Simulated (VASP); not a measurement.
# Pt (Fm-3m) in VASP: notebook, part 2 of 2

VASP 6.6.1. Earlier steps stand in the parts before.

### 5 Single point, r2SCAN

Contents of POSCAR:

```
Pt
1.0
    0.0000000000      1.9705765473      1.9705765473
    1.9705765473      0.0000000000      1.9705765473
    1.9705765473      1.9705765473      0.0000000000
Pt
1
Direct
    0.0000000000      0.0000000000      0.0000000000
```

Contents of INCAR.step1:

```
PREC     = Accurate       # precision mode
ENCUT    = 520            # plane-wave cutoff, eV
ISMEAR   = -1             # smearing method
SIGMA    = 1.0            # smearing width, eV
LREAL    = F              # projectors in reciprocal space
LASPH    = T              # aspherical terms in the spheres
NELM     = 80             # most SCF steps
NBANDS   = 11             # bands
GGA      = PE             # functional
ALGO     = Normal         # electronic algorithm
EDIFF    = 1E-4           # SCF threshold, eV
LWAVE    = T              # write WAVECAR
LCHARG   = F              # write CHGCAR
```

Contents of INCAR.step2:

```
PREC     = Accurate       # precision mode
ENCUT    = 520            # plane-wave cutoff, eV
EDIFF    = 1E-6           # SCF threshold, eV
ISMEAR   = -1             # smearing method
SIGMA    = 1.0            # smearing width, eV
LREAL    = F              # projectors in reciprocal space
LASPH    = T              # aspherical terms in the spheres
NELM     = 80             # most SCF steps
ALGO     = Normal         # electronic algorithm
ISIF     = 2              # what is computed and relaxed
LWAVE    = F              # write WAVECAR
LCHARG   = F              # write CHGCAR
METAGGA  = R2SCAN         # meta-GGA
LMIXTAU  = T            
NBANDS   = 11             # bands
ISTART   = 1
```

Contents of KPOINTS:

```
Automatic mesh
0
Gamma
  14 14 14
```

Launch:

```sh
$ cat potpaw_PBE.64/Pt/POTCAR > POTCAR
$ cp INCAR.step1 INCAR
$ mpirun -np 1 vasp_std > vasp.out
$ cp INCAR.step2 INCAR
$ mpirun -np 1 vasp_std > vasp.out
```

It took 2.3 min on 1 thread of AMD EPYC 9R45, shared host; peak memory 0.13 GiB.

It converged, with:

- Free energy: -52.9582 eV
- Pressure: 15.7 GPa
- Band gap on the k mesh: zero (band 5 reaches 11.24 eV, above the bottom of band 6 at 8.93 eV)

Levels at points of the mesh, in eV from the Fermi level:
```csv
k point,band 1,band 2,band 3,band 4,band 5,band 6,band 7,band 8,band 9,band 10
"(0.00, 0.00, 0.00)",-10.99,-4.49,-4.49,-4.49,-2.36,-2.36,14.86,19.93,19.93,19.93
"(0.50, 0.00, 0.00)",-8.08,-4.58,-4.58,-0.92,-0.64,-0.64,5.38,14.48,19.20,19.20
"(0.50, 0.50, 0.00)",-7.80,-7.37,-0.72,-0.16,-0.16,1.32,8.52,11.32,11.32,20.39
```

Caveat: the PAW data sets were made with another functional, which shifts forces and pressure a little; spin-orbit coupling is left out, which moves the levels of the heavy elements.

### 6 Single point, r2SCAN

POSCAR is that of step 5.

Contents of INCAR.step1:

```
SYSTEM = Pt
PREC = Accurate ; ENCUT = 520
ISMEAR = 0 ; SIGMA = 0.01
LREAL = .False. ; LASPH = .True.
NELM = 80 ; NBANDS = 11
GGA = PE ; ALGO = Normal
EDIFF = 1E-4 ; LWAVE = .True.
LCHARG = .False.
```

Contents of INCAR.step2:

```
SYSTEM = Pt
PREC = Accurate ; ENCUT = 520
EDIFF = 1E-6 ; ISMEAR = 0
SIGMA = 0.01 ; LREAL = .False.
LASPH = .True. ; NELM = 80
ALGO = Normal ; ISIF = 2
LWAVE = .False. ; LCHARG = .False.
METAGGA = R2SCAN ; LMIXTAU = .True.
NBANDS = 11 ; ISTART = 1
```

Contents of KPOINTS:

```
regular mesh
0
Gamma
  14 14 14
  0 0 0
```

Potentials or basis: VASP PAW PBE potentials, release 64 (Pt).

Launch:

```sh
$ cat potpaw_PBE.64/Pt/POTCAR > POTCAR
$ cp INCAR.step1 INCAR
$ mpirun -np 1 vasp_std > vasp.out
$ cp INCAR.step2 INCAR
$ mpirun -np 1 vasp_std > vasp.out
```

OUTCAR:

```text
SYSTEM = Pt
   PREC = Accurate
   ENCUT = 520
   EDIFF = 1E-6
   ISMEAR = 0
   LREAL = .False.
   LASPH = .True.
   NELM = 80
   ISIF = 2
   METAGGA = R2SCAN
   ISTART = 1

 ion  position               nearest neighbor table
   1  0.000  0.000  0.000-

  LATTYP: Found a face centered cubic cell.
 ALAT       =     3.9411530946

  Lattice vectors:

 A1 = (   0.0000000000,   1.9705765473,   1.9705765473)
 A2 = (   1.9705765473,   0.0000000000,   1.9705765473)
 A3 = (   1.9705765473,   1.9705765473,   0.0000000000)

Analysis of symmetry for initial positions (statically):
[... 506 lines left out ...]
      4       7.8373      2.00000
      5       8.9797      2.00000
      6       9.8167      2.00000
      7      25.6614      0.00000
      8      28.9480      0.00000
      9      30.3973      0.00000
     10      31.9371      0.00000
     11      35.9367      0.00000

 [... further k-points ...]
[... 5 lines left out ...]
  --------------------------------------------------------------------------------------
  -------------------------------------------------------------------------------------
  Total        0.0225284      0.0225284      0.0225284      0.0000000      0.0000000     -0.0000000
  in kB        2.3584688      2.3584688      2.3584688      0.0000000      0.0000000     -0.0000000
  external PRESSURE =       2.3584688 kB  Pullay stress =       0.0000000 kB

 VOLUME and BASIS-vectors are now :
 -----------------------------------------------------------------------------
  energy-cutoff  :      520.00
  volume of cell :       15.30
      direct lattice vectors                 reciprocal lattice vectors
     0.000000000  1.970576547  1.970576547    -0.253732848  0.253732848  0.253732848
     1.970576547  0.000000000  1.970576547     0.253732848 -0.253732848  0.253732848
     1.970576547  1.970576547  0.000000000     0.253732848  0.253732848 -0.253732848

 POSITION                                       TOTAL-FORCE (eV/Angst)
 -----------------------------------------------------------------------------------
      0.00000      0.00000      0.00000         0.000000      0.000000     -0.000000
 -----------------------------------------------------------------------------------
    total drift:                               -0.000000      0.000000      0.000000

  FREE ENERGIE OF THE ION-ELECTRON SYSTEM (eV)
  ---------------------------------------------------
  free  energy   TOTEN  =       -51.5082665906 eV

  energy  without entropy=      -51.5080256467  energy(sigma->0) =      -51.50814612
```

OSZICAR.step1:

```text
N       E                     dE             d eps       ncg     rms          rms(c)
DAV:   1     0.399080031870E+02    0.39908E+02   -0.52638E+03  2328   0.839E+02
DAV:   2    -0.583114871306E+01   -0.45739E+02   -0.43923E+02  2629   0.177E+02
DAV:   3    -0.647546191228E+01   -0.64431E+00   -0.64265E+00  2649   0.199E+01
DAV:   4    -0.647792218880E+01   -0.24603E-02   -0.24600E-02  2597   0.146E+00
DAV:   5    -0.647794218707E+01   -0.19998E-04   -0.19999E-04  2692   0.121E-01    0.124E+01
DAV:   6    -0.614074296437E+01    0.33720E+00   -0.78487E-01  2471   0.701E+00    0.652E+00
DAV:   7    -0.610346279774E+01    0.37280E-01   -0.13769E-01  2627   0.288E+00    0.249E+00
DAV:   8    -0.610027982352E+01    0.31830E-02   -0.46735E-03  2510   0.589E-01    0.516E-01
DAV:   9    -0.610013026019E+01    0.14956E-03   -0.62431E-05  2002   0.729E-02    0.431E-02
DAV:  10    -0.610013376940E+01   -0.35092E-05   -0.32502E-06  1282   0.147E-02
   1 F= -.61001338E+01 E0= -.61000110E+01  d E =-.245622E-03
```

Run time: 2.4 min. Hardware: 1 thread of AMD EPYC 9R45, shared host; peak memory 0.13 GiB.

Results:

* Free energy: -51.5083 eV
* Pressure: 0.2 GPa
* Band gap on the k mesh: zero (band 5 reaches 11.24 eV, above the bottom of band 6 at 8.92 eV)

Levels at points of the mesh, in eV from the Fermi level:
| k point | band 1 | band 2 | band 3 | band 4 | band 5 | band 6 | band 7 | band 8 | band 9 | band 10 |
| --- | --- | --- | --- | --- | --- | --- | --- | --- | --- | --- |
| (0.00, 0.00, 0.00) | -10.30 | -3.80 | -3.80 | -3.80 | -1.68 | -1.68 | 15.55 | 20.64 | 20.64 | 20.64 |
| (0.50, 0.00, 0.00) | -7.39 | -3.89 | -3.89 | -0.21 | 0.05 | 0.05 | 6.07 | 15.20 | 19.88 | 19.88 |
| (0.50, 0.50, 0.00) | -7.10 | -6.68 | -0.03 | 0.54 | 0.54 | 2.01 | 9.21 | 12.01 | 12.01 | 21.14 |

Caveat: the PAW data sets were made with another functional, which shifts forces and pressure a little; spin-orbit coupling is left out, which moves the levels of the heavy elements.

### 7 Overview

```tsv
spin	cell	k mesh	smearing	gap on the mesh (eV)	pressure (GPa)
off	a = 2.787 Å, angles 60.0°, 1 atom	22 × 22 × 22	fermi-dirac 0.1 eV	none	0.8
collinear, ferromagnetic start	a = 2.786 Å, angles 60.0°, 1 atom	7 × 7 × 7	fermi-dirac 0.1 eV	none	2.5
off	a = 2.787 Å, angles 60.0°, 1 atom	14 × 14 × 14	fermi-dirac 0.6 eV	none	6.8
off	a = 2.787 Å, angles 60.0°, 1 atom	14 × 14 × 14	fermi-dirac 1 eV	none	15.7
off	a = 2.787 Å, angles 60.0°, 1 atom	14 × 14 × 14	gaussian 0.01 eV	none	0.2
```

Alike in all rows: task single point; level r2SCAN; potentials or basis VASP PAW PBE potentials, release 64 (Pt); cutoff (eV) 520.

Caveats: some runs use coarse meshes; the PAW data sets were made with another functional, which shifts forces and pressure a little; spin-orbit coupling is left out, which moves the levels of the heavy elements.

Absolute energies hang on the potentials; compare differences alone.
